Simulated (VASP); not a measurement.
Input of a VASP 6.6.1 run:

INCAR

```
SYSTEM = Cr
PREC = Accurate
ENCUT = 520
EDIFF = 1E-7
ISMEAR = -1
SIGMA = 0.6
LREAL = .False.
LASPH = .True.
NELM = 60
ALGO = Normal
ISIF = 2
LWAVE = .False.
LCHARG = .False.
GGA = PE
NBANDS = 12
```

Contents of KPOINTS:

```
Automatic mesh
0
Gamma
  15 15 15
  0 0 0
```

File POSCAR:

```
Cr
1.0
   -1.4243177237      1.4243177237      1.4243177237
    1.4243177237     -1.4243177237      1.4243177237
    1.4243177237      1.4243177237     -1.4243177237
Cr
1
Direct
    0.0000000000      0.0000000000      0.0000000000
```

Potentials or basis: VASP PAW PBE potentials, release 64 (Cr_pv).

Launch:

```bash
$ cat potpaw_PBE.64/Cr_pv/POTCAR > POTCAR
$ mpirun -np 1 vasp_std > vasp.out
```

**Question.** What does it give for the pressure?

**Answer.** 14.0 GPa.

**Question.** Predict the band gap on the k mesh.

**Answer.** Zero (band 6 reaches 13.52 eV, above the bottom of band 7 at 10.25 eV).

Caveat: the run has no spin polarisation, though such a crystal can be magnetic. Spin polarisation is off, so any magnetic state and its effect on volume and gap are missing.
